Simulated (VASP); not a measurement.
A run of VASP 6.6.1 is set up as follows.

INCAR

```
SYSTEM = TiO2
ALGO = Normal
EDIFF = 1E-7
ENCUT = 520
GGA = PS
ISIF = 2
ISMEAR = -1
LASPH = .True.
LCHARG = .False.
LREAL = .False.
LWAVE = .False.
NBANDS = 33
NELM = 100
PREC = Accurate
SIGMA = 0.05
```

File KPOINTS:

```
k-points
0
Gamma
  10 10 10
  0 0 0
```

The input POSCAR:

```
TiO2
1.0
   -1.8820916964      1.8820916964      4.7379479847
    1.8820916964     -1.8820916964      4.7379479847
    1.8820916964      1.8820916964     -4.7379479847
Ti O
2 4
Direct
    0.7500000000      0.2500000000      0.5000000000
    0.0000000000      0.0000000000      0.0000000000
    0.7914723441      0.7914723441      0.0000000000
    0.5414723441      0.0414723441      0.5000000000
    0.9585276559      0.4585276559      0.5000000000
    0.2085276559      0.2085276559      0.0000000000
```

Potentials or basis: VASP PAW PBE potentials, release 64 (Ti_sv, O).

The run is started by

```bash
$ cat potpaw_PBE.64/Ti_sv/POTCAR potpaw_PBE.64/O/POTCAR > POTCAR
$ mpirun -np 1 vasp_std > vasp.out
```

(1) Estimate the band gap on the k mesh.

(2) Predict the largest force.

(3) Predict the pressure.

Answers

(1) 2.08 eV (least direct gap 2.43 eV).

(2) 0.020 eV/Å.

(3) 2.7 GPa.

Caveat: the PAW data sets were made with another functional, which shifts forces and pressure a little.
